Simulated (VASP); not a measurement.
Wanted: the native input for a VASP 6.6.1 run.

| Property | Result |
| --- | --- |
| Task | single point |
| Functional | PBE |
| Potentials or basis | VASP PAW PBE potentials, release 64 (Sr_sv) |
| Cutoff | 520 eV |
| k mesh | 9 × 9 × 9 |
| Occupations | methfessel-paxton, width 0.03 eV |
| Spin | no spin polarisation |
| Dipole correction | no |
| Further INCAR settings | ALGO = Normal; EDIFF = 1e-06; NBANDS = 11 |

The structure of Sr lies in POSCAR:

```
Sr
1.0
    0.0000000000      3.0191365063      3.0191365063
    3.0191365063      0.0000000000      3.0191365063
    3.0191365063      3.0191365063      0.0000000000
Sr
1
Direct
    0.0000000000      0.0000000000      0.0000000000
```

The input as run:

INCAR

```
SYSTEM = Sr
PREC = Accurate ; ENCUT = 520
EDIFF = 1E-6 ; ISMEAR = 1
SIGMA = 0.03 ; LREAL = .FALSE.
LASPH = .TRUE. ; NELM = 100
ALGO = Normal ; ISIF = 2
LWAVE = .FALSE. ; LCHARG = .FALSE.
GGA = PE ; NBANDS = 11
```

KPOINTS

```
Automatic mesh
0
G
  9 9 9
  0 0 0
```

Potentials or basis: VASP PAW PBE potentials, release 64 (Sr_sv).

Run with:

```console
$ cat potpaw_PBE.64/Sr_sv/POTCAR > POTCAR
$ mpirun -np 1 vasp_std > vasp.out
```

Results of the run:

* Pressure: -0.1 GPa

Run time: 19 s on 1 thread of Intel Xeon 8259CL, with other jobs on the host, peak memory 0.18 GiB.
